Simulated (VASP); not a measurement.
# GaN (F-43m) in VASP: further runs, part 2 of 2

VASP 6.6.1. The steps go on from the part before.

## Step 3: Single point, B3LYP5

Contents of POSCAR:

```
GaN
1.0
    0.0000000000      2.2535006075      2.2535006075
    2.2535006075      0.0000000000      2.2535006075
    2.2535006075      2.2535006075      0.0000000000
Ga N
1 1
Direct
    0.0000000000      0.0000000000      0.0000000000
    0.2500000000      0.2500000000      0.2500000000
```

Contents of INCAR.step1:

```
SYSTEM = GaN
PREC     = Accurate       ! precision mode
ENCUT    = 520            ! plane-wave cutoff, eV
EDIFF    = 1E-5           ! SCF threshold, eV
ISMEAR   = -1             ! smearing method
SIGMA    = 0.05           ! smearing width, eV
LREAL    = .FALSE.        ! projectors in reciprocal space
LASPH    = .TRUE.         ! aspherical terms in the spheres
NELM     = 60             ! most SCF steps
ALGO     = Normal         ! electronic algorithm
ISIF     = 2              ! what is computed and relaxed
LWAVE    = .TRUE.         ! write WAVECAR
GGA      = PE             ! functional
NBANDS   = 16             ! bands
```

Contents of INCAR.step2:

```
SYSTEM = GaN
PREC     = Accurate       ! precision mode
ENCUT    = 520            ! plane-wave cutoff, eV
EDIFF    = 1E-6           ! SCF threshold, eV
ISMEAR   = -1             ! smearing method
SIGMA    = 0.05           ! smearing width, eV
LREAL    = .FALSE.        ! projectors in reciprocal space
LASPH    = .TRUE.         ! aspherical terms in the spheres
NELM     = 60             ! most SCF steps
ALGO     = Normal         ! electronic algorithm
ISIF     = 2              ! what is computed and relaxed
LWAVE    = .FALSE.        ! write WAVECAR
LCHARG   = .TRUE.         ! write CHGCAR
GGA      = B5             ! functional
LHFCALC  = .TRUE.         ! exact exchange
AEXX     = 0.2            ! exact-exchange fraction
AGGAX    = 0.72         
AGGAC    = 0.81         
ALDAC    = 0.19         
PRECFOCK = Normal       
LELF     = .TRUE.         ! ELF
LVHAR    = .TRUE.       
ISTART   = 1            
NBANDS   = 16             ! bands
```

Contents of KPOINTS:

```
regular mesh
0
G
  6 6 6
  0 0 0
```

Potentials or basis: VASP PAW PBE potentials, release 64 (Ga_d, N).

Launch:

```sh
> cat potpaw_PBE.64/Ga_d/POTCAR potpaw_PBE.64/N/POTCAR > POTCAR
> cp INCAR.step1 INCAR
> mpirun -np 1 vasp_std > vasp.out
> cp INCAR.step2 INCAR
> mpirun -np 1 vasp_std > vasp.out
```

OUTCAR:

```text
SYSTEM = GaN
   PREC = Accurate
   ENCUT = 520
   EDIFF = 1E-6
   ISMEAR = -1
   LREAL = .FALSE.
   LASPH = .TRUE.
   NELM = 60
   ISIF = 2
   GGA = B5
   LHFCALC = .TRUE.
   AEXX = 0.2
   PRECFOCK = Normal
   ISTART = 1

 ion  position               nearest neighbor table
   1  0.000  0.000  0.000-   2 1.95   2 1.95   2 1.95   2 1.95
   2  0.250  0.250  0.250-   1 1.95   1 1.95   1 1.95   1 1.95

  LATTYP: Found a face centered cubic cell.
 ALAT       =     4.5070012150

  Lattice vectors:

 A1 = (   0.0000000000,   2.2535006075,   2.2535006075)
 A2 = (   2.2535006075,   0.0000000000,   2.2535006075)
 A3 = (   2.2535006075,   2.2535006075,   0.0000000000)

Analysis of symmetry for initial positions (statically):
=====================================================================
 Subroutine PRICEL returns:
 Original cell was already a primitive cell.

 Routine SETGRP: Setting up the symmetry group for a
 face centered cubic supercell.

[... 160 lines left out ...]
  free energy    TOTEN  =       -13.94192803 eV

  energy without entropy =      -13.94192803  energy(sigma->0) =      -13.94192803

 E-fermi :   5.6214     XC(G=0):  -9.2233

 val. band max:        4.6119367753   @ k =   0.0000   0.0000   0.0000
 cond. band min:       8.0105569792   @ k =   0.0000   0.0000   0.0000
 fundamental gap:      3.3986202039
 Fermi energy:         5.6213534126

 k-point     1 :       0.0000    0.0000    0.0000
  band No.  band energies     occupation
      1     -12.4702      2.00000
      2     -10.6722      2.00000
      3     -10.6722      2.00000
      4     -10.6722      2.00000
      5     -10.3603      2.00000
      6     -10.3603      2.00000
[... 281 lines left out ...]
      3     -10.4823      2.00000
      4     -10.3783      2.00000
      5     -10.3245      2.00000
      6      -7.9583      2.00000
[... 8 lines left out ...]
     15      27.5002      0.00000
     16      30.0422      0.00000

------------------------ aborting loop because EDIFF is reached ----------------------------------------

  FORCE on cell =-STRESS in cart. coord.  units (eV):
  Direction    XX          YY          ZZ          XY          YZ          ZX
  --------------------------------------------------------------------------------------
  -------------------------------------------------------------------------------------
  Total        0.7822883      0.7822883      0.7822883      0.0000000      0.0000000      0.0000000
  in kB       54.7613814     54.7613814     54.7613814      0.0000000      0.0000000      0.0000000
  external PRESSURE =      54.7613814 kB  Pullay stress =       0.0000000 kB

 VOLUME and BASIS-vectors are now :
 -----------------------------------------------------------------------------
  energy-cutoff  :      520.00
  volume of cell :       22.89
      direct lattice vectors                 reciprocal lattice vectors
     0.000000000  2.253500607  2.253500607    -0.221877020  0.221877020  0.221877020
     2.253500607  0.000000000  2.253500607     0.221877020 -0.221877020  0.221877020
     2.253500607  2.253500607  0.000000000     0.221877020  0.221877020 -0.221877020

 POSITION                                       TOTAL-FORCE (eV/Angst)
 -----------------------------------------------------------------------------------
      0.00000      0.00000      0.00000         0.000000      0.000000      0.000000
      1.12675      1.12675      1.12675        -0.000000     -0.000000     -0.000000
 -----------------------------------------------------------------------------------
    total drift:                                0.000002      0.000001     -0.000001

  FREE ENERGIE OF THE ION-ELECTRON SYSTEM (eV)
  ---------------------------------------------------
  free  energy   TOTEN  =       -13.9419280267 eV

  energy  without entropy=      -13.9419280267  energy(sigma->0) =      -13.94192803
```

OUTCAR.step1:

```text
SYSTEM = GaN
   PREC = Accurate
   ENCUT = 520
   EDIFF = 1E-5
   ISMEAR = -1
   LREAL = .FALSE.
[... 514 lines left out ...]
      0.00000      0.00000      0.00000         0.000000      0.000000      0.000000
      1.12675      1.12675      1.12675        -0.000000     -0.000000     -0.000000
 -----------------------------------------------------------------------------------
    total drift:                                0.000002      0.000002      0.000001

  FREE ENERGIE OF THE ION-ELECTRON SYSTEM (eV)
  ---------------------------------------------------
  free  energy   TOTEN  =       -12.1386834365 eV

  energy  without entropy=      -12.1386834355  energy(sigma->0) =      -12.13868344
```

OSZICAR.step1:

```text
N       E                     dE             d eps       ncg     rms          rms(c)
DAV:   1     0.865397160331E+02    0.86540E+02   -0.92538E+03   560   0.199E+03
DAV:   2    -0.817007701395E+01   -0.94710E+02   -0.88133E+02   592   0.343E+02
DAV:   3    -0.140717990799E+02   -0.59017E+01   -0.58830E+01   576   0.719E+01
DAV:   4    -0.141420704307E+02   -0.70271E-01   -0.70262E-01   656   0.848E+00
DAV:   5    -0.141430180037E+02   -0.94757E-03   -0.94757E-03   576   0.867E-01    0.772E+00
DAV:   6    -0.121381818911E+02    0.20048E+01   -0.49375E+00   768   0.397E+01    0.269E+00
DAV:   7    -0.121462369259E+02   -0.80550E-02   -0.31486E-01   568   0.653E+00    0.177E+00
DAV:   8    -0.121424004641E+02    0.38365E-02   -0.56260E-02   608   0.321E+00    0.774E-01
DAV:   9    -0.121384214297E+02    0.39790E-02   -0.13776E-02   768   0.270E+00    0.198E-01
DAV:  10    -0.121387731909E+02   -0.35176E-03   -0.14982E-03   600   0.542E-01    0.968E-02
DAV:  11    -0.121386783467E+02    0.94844E-04   -0.27170E-04   752   0.248E-01    0.886E-03
DAV:  12    -0.121386834365E+02   -0.50898E-05   -0.29966E-05   568   0.507E-02
   1 F= -.12138683E+02 E0= -.12138683E+02  d E =-.983145E-09
```

It took 18 min on 1 thread of Intel Xeon 6975P-C, shared host; peak memory 0.15 GiB.

Results:

```
Free energy            : -13.9419 eV
Pressure               : 5.5 GPa
Band gap on the k mesh : 3.40 eV, direct
```

Caveat: the PAW data sets were made with another functional, which shifts forces and pressure a little.

## Step 4: Single point, RPBE+D3(BJ)

This run uses another cell than the first one, of 10.84 Å³/atom, 0.947 times its volume.

Contents of INCAR:

```
ALGO     = Normal         # electronic algorithm
EDIFF    = 1E-6           # SCF threshold, eV
ENCUT    = 520            # plane-wave cutoff, eV
GGA      = RP             # functional
ISIF     = 2              # what is computed and relaxed
ISMEAR   = -1             # smearing method
IVDW     = 12             # dispersion correction
LASPH    = T              # aspherical terms in the spheres
LCHARG   = F              # write CHGCAR
LREAL    = F              # projectors in reciprocal space
LWAVE    = F              # write WAVECAR
NBANDS   = 16             # bands
NELM     = 60             # most SCF steps
PREC     = Accurate       # precision mode
SIGMA    = 0.05           # smearing width, eV
```

Contents of KPOINTS:

```
k-points
0
Gamma
  10 10 10
```

Contents of POSCAR:

```
GaN
1.0
    0.0000000000      2.2131184230      2.2131184230
    2.2131184230      0.0000000000      2.2131184230
    2.2131184230      2.2131184230      0.0000000000
Ga N
1 1
Direct
    0.0000000000      0.0000000000      0.0000000000
    0.2500000000      0.2500000000      0.2500000000
```

Launch:

```sh
> cat potpaw_PBE.64/Ga_d/POTCAR potpaw_PBE.64/N/POTCAR > POTCAR
> mpirun -np 1 vasp_std > vasp.out
```

Wall time 15 s (1 thread of Intel Xeon 8259CL, shared host); peak memory 0.16 GiB.

It converged, with:

```
Free energy                : -13.5981 eV
Pressure                   : -0.4 GPa
Band gap on the k mesh     : 2.13 eV, direct
Dispersion energy per atom : -1.203 eV
```

Levels at points of the mesh, in eV from the valence-band top:
```
           k point  band 5  band 6  band 7  band 8  band 9  band 10  band 11  band 12  band 13  band 14
(0.00, 0.00, 0.00)  -13.12  -13.12    0.00    0.00    0.00     2.13    10.72    10.72    10.72    18.51
(0.50, 0.00, 0.00)  -13.07  -11.90   -7.37   -1.03   -1.03     5.10     9.09    10.71    10.71    16.24
(0.50, 0.50, 0.00)  -13.03  -11.50   -6.32   -2.89   -2.89     3.42     7.08    12.24    14.66    14.66
```

Caveat: the PAW data sets were made with another functional, which shifts forces and pressure a little.

## Step 5: Single point, PBEsol+D3(BJ)

This run uses another cell than the first one, of 11.19 Å³/atom, 0.978 times its volume.

Contents of INCAR:

```
SYSTEM = GaN
ALGO = Normal
EDIFF = 1E-7
ENCUT = 520
GGA = PS
ISIF = 2
ISMEAR = -1
IVDW = 12
LASPH = .TRUE.
LCHARG = .FALSE.
LREAL = .FALSE.
LWAVE = .FALSE.
NBANDS = 16
NELM = 60
PREC = Accurate
SIGMA = 0.05
```

Contents of KPOINTS:

```
k-points
0
G
  10 10 10
  0 0 0
```

Contents of POSCAR:

```
GaN
1.0
    0.0000000000      2.2364921158      2.2364921158
    2.2364921158      0.0000000000      2.2364921158
    2.2364921158      2.2364921158      0.0000000000
Ga N
1 1
Direct
    0.0000000000      0.0000000000      0.0000000000
    0.2500000000      0.2500000000      0.2500000000
```

Launch:

```sh
> cat potpaw_PBE.64/Ga_d/POTCAR potpaw_PBE.64/N/POTCAR > POTCAR
> mpirun -np 1 vasp_std > vasp.out
```

Wall time 18 s (1 thread of Intel Xeon 8259CL, shared host); peak memory 0.16 GiB.

The run converged. Its results:

| Quantity | Value |
| --- | --- |
| Free energy | -13.5700 eV |
| Pressure | -0.2 GPa |
| Band gap on the k mesh | 1.83 eV, direct |
| Dispersion energy per atom | -0.226 eV |

Levels at points of the mesh, in eV from the valence-band top:
```tsv
k point	band 5	band 6	band 7	band 8	band 9	band 10	band 11	band 12	band 13	band 14
(0.00, 0.00, 0.00)	-13.08	-13.08	0.00	0.00	0.00	1.83	10.34	10.34	10.34	17.69
(0.50, 0.00, 0.00)	-13.03	-11.83	-7.27	-1.01	-1.01	4.72	8.74	10.38	10.38	15.63
(0.50, 0.50, 0.00)	-12.99	-11.40	-6.27	-2.82	-2.82	3.23	6.69	11.74	14.12	14.12
```

Caveat: the PAW data sets were made with another functional, which shifts forces and pressure a little.

## Step 6: Summary

```csv
level,spin,cell,k mesh,grid for exact exchange (PRECFOCK),gap on the mesh (eV),pressure (GPa)
PBE0,"non-collinear, zero start, SOC","a = 3.187 Å, angles 60.0°, 2 atoms",4 × 4 × 4,Normal,-,-1.5
B3LYP5,off,"a = 3.187 Å, angles 60.0°, 2 atoms",6 × 6 × 6,Normal,3.40,5.5
RPBE+D3(BJ),off,"a = 3.130 Å, angles 60.0°, 2 atoms",10 × 10 × 10,-,2.13,-0.4
PBEsol+D3(BJ),off,"a = 3.163 Å, angles 60.0°, 2 atoms",10 × 10 × 10,-,1.83,-0.2
```

Alike in all rows: task single point; potentials or basis VASP PAW PBE potentials, release 64 (Ga_d, N); cutoff (eV) 520; smearing fermi-dirac 0.05 eV.

Caveats: some runs use coarse meshes; the PAW data sets were made with another functional, which shifts forces and pressure a little.

Absolute energies hang on the potentials; compare differences alone.
